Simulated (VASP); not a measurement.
# WS2 in VASP: single point with r2SCAN

Aim: the single point of WS2 with r2SCAN.

All numbers are computed with VASP 6.6.1; they aren't measurements. Logs are shortened: lines on timing, memory, paths and dates and some standing lists are left out, and cuts for length are marked.

## Step 1: The cell of the first run

The cell holds a slab with vacuum, 6 atoms: a = 2.991 Å, b = 3.135 Å, c = 23.688 Å, α = 90.00°, β = 90.00°, γ = 118.49°.

## Step 2: Single point, r2SCAN (strain -0.0600 x Voigt [1, 0, 0, 0, 0, 0])

Input file POSCAR:

```
WS2
1.0
    2.9905270245      0.0000000000      0.0000000000
   -1.4952635122      2.7551833765      0.0000000000
    0.0000000000      0.0000000000     23.6881463475
W S
2 4
Direct
    0.3333333333      0.6666666667      0.6379434935
    0.6666666667      0.3333333333      0.3620565065
    0.3333333333      0.6666666667      0.2962425097
    0.6666666667      0.3333333333      0.5721038223
    0.3333333333      0.6666666667      0.4278961777
    0.6666666667      0.3333333333      0.7037574903
```

Input file INCAR.step1:

```
SYSTEM = WS2
  ALGO = Normal
  EDIFF = 1E-4
  ENCUT = 520
  GGA = PE
  ISMEAR = 0
  LASPH = .True.
  LCHARG = .False.
  LREAL = .False.
  LWAVE = .True.
  NBANDS = 35
  NELM = 80
  PREC = Accurate
  SIGMA = 0.05
```

Input file INCAR.step2:

```
SYSTEM = WS2
  ALGO = Normal
  EDIFF = 1E-6
  ENCUT = 520
  ISIF = 2
  ISMEAR = 0
  ISTART = 1
  LASPH = .True.
  LCHARG = .True.
  LELF = .True.
  LMIXTAU = .True.
  LREAL = .False.
  LVHAR = .True.
  LWAVE = .False.
  METAGGA = R2SCAN
  NBANDS = 35
  NELM = 80
  PREC = Accurate
  SIGMA = 0.05
```

Input file KPOINTS:

```
k-points
0
Gamma
  12 12 2
  0 0 0
```

Potentials or basis: VASP PAW PBE potentials, release 64 (W_sv, S).

Launch:

```console
cat potpaw_PBE.64/W_sv/POTCAR potpaw_PBE.64/S/POTCAR > POTCAR
cp INCAR.step1 INCAR
mpirun -np 1 vasp_std > vasp.out
cp INCAR.step2 INCAR
mpirun -np 1 vasp_std > vasp.out
```

OUTCAR:

```text
SYSTEM = WS2
   EDIFF = 1E-6
   ENCUT = 520
   ISIF = 2
   ISMEAR = 0
   ISTART = 1
   LASPH = .True.
   LREAL = .False.
   METAGGA = R2SCAN
   NELM = 80
   PREC = Accurate

 ion  position               nearest neighbor table
   1  0.333  0.667  0.638-   6 2.35   6 2.35   4 2.35   4 2.35   6 2.41   4 2.41
   2  0.667  0.333  0.362-   3 2.35   3 2.35   5 2.35   5 2.35   3 2.41   5 2.41
   3  0.333  0.667  0.296-   2 2.35   2 2.35   2 2.41
   4  0.667  0.333  0.572-   1 2.35   1 2.35   1 2.41
   5  0.333  0.667  0.428-   2 2.35   2 2.35   2 2.41
   6  0.667  0.333  0.704-   1 2.35   1 2.35   1 2.41

  LATTYP: Found a base centered orthorhombic cell.
 ALAT       =     2.9905270245
 B/A-ratio  =     1.8426072421
 C/A-ratio  =     7.9210607874

  Lattice vectors:

 A1 = (   1.4952635122,  -2.7551833765,   0.0000000000)
 A2 = (   1.4952635123,   2.7551833765,   0.0000000000)
 A3 = (   0.0000000000,   0.0000000000,  23.6881463475)

Analysis of symmetry for initial positions (statically):
=====================================================================
 Subroutine PRICEL returns:
 Original cell was already a primitive cell.

 Routine SETGRP: Setting up the symmetry group for a
 base centered orthorhombic supercell.

 Subroutine GETGRP returns: Found  4 space group operations
 (whereof  4 operations were pure point group operations)
 out of a pool of  8 trial point group operations.

The static configuration has the point symmetry C_2h.

Analysis of symmetry for dynamics (positions and initial velocities):
=====================================================================
 Subroutine PRICEL returns:
 Original cell was already a primitive cell.

 Routine SETGRP: Setting up the symmetry group for a
 base centered orthorhombic supercell.

 Subroutine GETGRP returns: Found  4 space group operations
 (whereof  4 operations were pure point group operations)
 out of a pool of  8 trial point group operations.

The dynamic configuration has the point symmetry C_2h.

 Subroutine INISYM returns: Found  4 space group operations
 (whereof  4 operations are pure point group operations),
 and found     1 'primitive' translations

----------------------------------------------------------------------------------------

                                     Primitive cell

  volume of cell :     195.1773

  direct lattice vectors                    reciprocal lattice vectors
     2.990527024  0.000000000  0.000000000     0.334389220  0.181476124  0.000000000
    -1.495263512  2.755183376  0.000000000     0.000000000  0.362952248  0.000000000
     0.000000000  0.000000000 23.688146347     0.000000000  0.000000000  0.042215207

  length of vectors
     2.990527024  3.134780440 23.688146347     0.380459898  0.362952248  0.042215207

  position of ions in fractional coordinates (direct lattice)
     0.333333333  0.666666667  0.637943494
     0.666666667  0.333333333  0.362056506
     0.333333333  0.666666667  0.296242510
     0.666666667  0.333333333  0.572103822
     0.333333333  0.666666667  0.427896178
     0.666666667  0.333333333  0.703757490

  ion indices of the primitive-cell ions
   primitive index   ion index
                 1           1
                 2           2
                 3           3
                 4           4
                 5           5
                 6           6

----------------------------------------------------------------------------------------

 KPOINTS: k-points

Automatic generation of k-mesh.
 Grid dimensions read from file:
 generate k-points for:   12   12    2

 Generating k-lattice:

  Cartesian coordinates                     Fractional coordinates (reciprocal lattice)
     0.027865768  0.015123010  0.000000000     0.083333333  0.000000000  0.000000000
     0.000000000  0.030246021  0.000000000     0.000000000  0.083333333  0.000000000
     0.000000000  0.000000000  0.021107603     0.000000000  0.000000000  0.500000000

  Length of vectors
     0.031704992  0.030246021  0.021107603

  Shift w.r.t. Gamma in fractional coordinates (k-lattice)
     0.000000000  0.000000000  0.000000000

 Subroutine IBZKPT returns following result:
 ===========================================

 Found     86 irreducible k-points:

 Following reciprocal coordinates:
            Coordinates               Weight
  0.000000  0.000000  0.000000      1.000000
  0.083333  0.000000  0.000000      4.000000
  0.166667  0.000000  0.000000      4.000000
  0.250000  0.000000  0.000000      4.000000
  0.333333  0.000000  0.000000      4.000000
  0.416667  0.000000  0.000000      4.000000
[... 16 lines left out ...]
  0.333333  0.166667  0.000000      4.000000
  0.416667  0.166667  0.000000      4.000000
 [... further k-points ...]
   k-points           NKPTS =     86   k-points in BZ     NKDIM =     86   number of bands    NBANDS=     35
   number of dos      NEDOS =    301   number of ions     NIONS =      6
   total plane-waves  NPLWV = 103680
   dimension x,y,z NGX =    24 NGY =   24 NGZ =  180
   dimension x,y,z NGXF=    48 NGYF=   48 NGZF=  360
   ions per type =               2   4
   NGX,Y,Z   is equivalent  to a cutoff of  13.34, 12.73, 12.63 a.u.
   NGXF,Y,Z  is equivalent  to a cutoff of  26.68, 25.46, 25.27 a.u.
 SYSTEM =  WS2
   PREC   = accura    normal or accurate (medium, high low for compatibility)
   ISTART =      1    job   : 0-new  1-cont  2-samecut
   ICHARG =      0    charge: 1-file 2-atom 10-const
   ISPIN  =      1    spin polarized calculation?
   LNONCOLLINEAR =      F non collinear calculations
   LSORBIT =      F    spin-orbit coupling
   LASPH  =      T    aspherical Exc in radial PAW
   ENCUT  =  520.0 eV  38.22 Ry    6.18 a.u.   5.56  5.83 44.04*2*pi/ulx,y,z
   NELM   =     80;   NELMIN=  2; NELMDL=  0     # of ELM steps
   EDIFF  = 0.1E-05   stopping-criterion for ELM
   LREAL  =      F    real-space projection
   EDIFFG = 0.1E-04   stopping-criterion for IOM
   NSW    =      0    number of steps for IOM
   IBRION =     -1    ionic relax: 0-MD 1-quasi-New 2-CG
   NFREE  =      0    steps in history (QN), initial steepest desc. (CG)
   ISIF   =      2    stress and relaxation
   ISYM   =      2    0-nonsym 1-usesym 2-fastsym
   POTIM  = 0.5000    time-step for ionic-motion
   TEBEG  =    0.0;   TEEND  =   0.0 temperature during run
   PSTRESS=    0.0 pullay stress
   NELECT =      52.0000    total number of electrons
   NUPDOWN=      -1.0000    fix difference up-down
   EMIN   =  10.00;   EMAX   =-10.00  energy-range for DOS
   EFERMI =   0.00;   METHOD = LEGACY
   ISMEAR =     0;   SIGMA  =   0.05  broadening in eV -4-tet -1-fermi 0-gaus
   EFERMI_NEDOS =   21; number of points for ismear=-14 and -15
   IALGO  =     38    algorithm
   IMIX   =      4    mixing-type and parameters
     AMIX     =   0.40;   BMIX     =  1.00
     AMIX_MAG =   1.60;   BMIX_MAG =  1.00
  volume/ion in A,a.u.               =      32.53       219.52
  Fermi-wavevector in a.u.,A,eV,Ry     =   1.053415  1.990666 15.098157  1.109683
  Thomas-Fermi vector in A             =   2.188536
   LORBIT       =      0    0 simple, 1 ext, 2 COOP (PROOUT), +10 PAW based schemes
   METAGGA = R2SCAN    functional components
   LHFCALC =     F    Hartree Fock is set to
   AEXX    =    0.0000 exact exchange contribution
   IVDW    =     0    specifies the selected vdW correction
   LEPSILON=     F    determine dielectric tensor
   LRPA    =     F    only Hartree local field effects (RPA)
 non-spin polarized calculation
 Gauss-broadening in eV      SIGMA  =   0.05
  energy-cutoff  :      520.00
  volume of cell :      195.18
 maximum number of plane-waves:      5320
 NGX is ok and might be reduce to    24
   NGX = 11   NGY = 11   NGZ = 89

 number of electron      52.0000002 magnetization

 Free energy of the ion-electron system (eV)
  ---------------------------------------------------
  ext. energy  EPLUGINS =         0.00000000
  ---------------------------------------------------
  free energy    TOTEN  =      -139.69051960 eV

  energy without entropy =     -139.69051960  energy(sigma->0) =     -139.69051960

 E-fermi :   1.3753     XC(G=0):  -6.5468

 val. band max:        1.0411255369   @ k =   0.0000   0.0000   0.5000
 cond. band min:       2.9716861688   @ k =  -0.3333   0.1667   0.0000
 fundamental gap:      1.9305606318
 Fermi energy:         1.3752958928

 k-point     1 :       0.0000    0.0000    0.0000
  band No.  band energies     occupation
      1     -74.7949      2.00000
      2     -74.7948      2.00000
      3     -38.4920      2.00000
      4     -38.4920      2.00000
      5     -38.2743      2.00000
      6     -38.2743      2.00000
[... 27 lines left out ...]
     34       4.8478      0.00000
     35       6.6535      0.00000

 k-point     2 :       0.0833    0.0000    0.0000
  band No.  band energies     occupation
      1     -74.7925      2.00000
      2     -74.7925      2.00000
      3     -38.4849      2.00000
      4     -38.4849      2.00000
      5     -38.2868      2.00000
      6     -38.2867      2.00000
[... 27 lines left out ...]
     34       4.6379      0.00000
     35       6.8246      0.00000

 k-point     3 :       0.1667    0.0000    0.0000
  band No.  band energies     occupation
      1     -74.7861      2.00000
      2     -74.7861      2.00000
      3     -38.4654      2.00000
      4     -38.4654      2.00000
      5     -38.3368      2.00000
      6     -38.3368      2.00000
[... 27 lines left out ...]
     34       5.0723      0.00000
     35       7.2800      0.00000
[... 723 lines left out ...]
 k-point    23 :       0.3333    0.1667    0.0000
  band No.  band energies     occupation
      1     -74.7626      2.00000
      2     -74.7626      2.00000
      3     -38.6337      2.00000
      4     -38.6337      2.00000
      5     -38.4227      2.00000
      6     -38.4227      2.00000
[... 27 lines left out ...]
     34       6.6120      0.00000
     35       8.0573      0.00000

 k-point    24 :       0.4167    0.1667    0.0000
  band No.  band energies     occupation
      1     -74.7593      2.00000
      2     -74.7593      2.00000
      3     -38.6729      2.00000
      4     -38.6729      2.00000
      5     -38.4391      2.00000
      6     -38.4391      2.00000
[... 27 lines left out ...]
     34       6.5644      0.00000
     35       7.4238      0.00000

 [... further k-points ...]

------------------------ aborting loop because EDIFF is reached ----------------------------------------

  FORCE on cell =-STRESS in cart. coord.  units (eV):
  Direction    XX          YY          ZZ          XY          YZ          ZX
  --------------------------------------------------------------------------------------
  -------------------------------------------------------------------------------------
  Total       14.3940876      3.9332699      4.8815026      0.0000000     -0.0087885     -0.0000000
  in kB      118.1586189     32.2875438     40.0714254      0.0000000     -0.0721430     -0.0000000
  external PRESSURE =      63.5058627 kB  Pullay stress =       0.0000000 kB

 VOLUME and BASIS-vectors are now :
 -----------------------------------------------------------------------------
  energy-cutoff  :      520.00
  volume of cell :      195.18
      direct lattice vectors                 reciprocal lattice vectors
     2.990527024  0.000000000  0.000000000     0.334389220  0.181476124  0.000000000
    -1.495263512  2.755183376  0.000000000     0.000000000  0.362952248  0.000000000
     0.000000000  0.000000000 23.688146347     0.000000000  0.000000000  0.042215207

 POSITION                                       TOTAL-FORCE (eV/Angst)
 -----------------------------------------------------------------------------------
     -0.00000      1.83679     15.11170         0.000000      0.496140      0.001405
      1.49526      0.91839      8.57645        -0.000000     -0.496140     -0.001405
     -0.00000      1.83679      7.01744         0.000000      0.248203     -0.787282
      1.49526      0.91839     13.55208        -0.000000     -0.250044     -0.782755
     -0.00000      1.83679     10.13607         0.000000      0.250044      0.782755
      1.49526      0.91839     16.67071        -0.000000     -0.248203      0.787282
 -----------------------------------------------------------------------------------
    total drift:                               -0.000000      0.000000     -0.000000

  FREE ENERGIE OF THE ION-ELECTRON SYSTEM (eV)
  ---------------------------------------------------
  free  energy   TOTEN  =      -139.6905196011 eV

  energy  without entropy=     -139.6905196011  energy(sigma->0) =     -139.69051960
```

Wall time 37 min (1 thread of Oxide Virtual Turin-like, shared host); peak memory 0.64 GiB.

What came out:

```yaml
Free_energy: -139.6905 eV
Largest_force: 0.825 eV/Å
Band_gap_on_the_k_mesh: 1.93 eV (least direct gap 2.26 eV)
```

Forces on the atoms (eV/Å):
```
W    0.000  0.496  0.001
W    0.000 -0.496 -0.001
S    0.000  0.248 -0.787
S    0.000 -0.250 -0.783
S    0.000  0.250  0.783
S    0.000 -0.248  0.787
```

Caveat: the cell differs from its parent crystal (strain -0.0600 x Voigt [1, 0, 0, 0, 0, 0]); there is no dipole correction, which matters where the two faces differ; the PAW data sets were made with another functional, which shifts forces and pressure a little; spin-orbit coupling is left out, which moves the levels of the heavy elements.
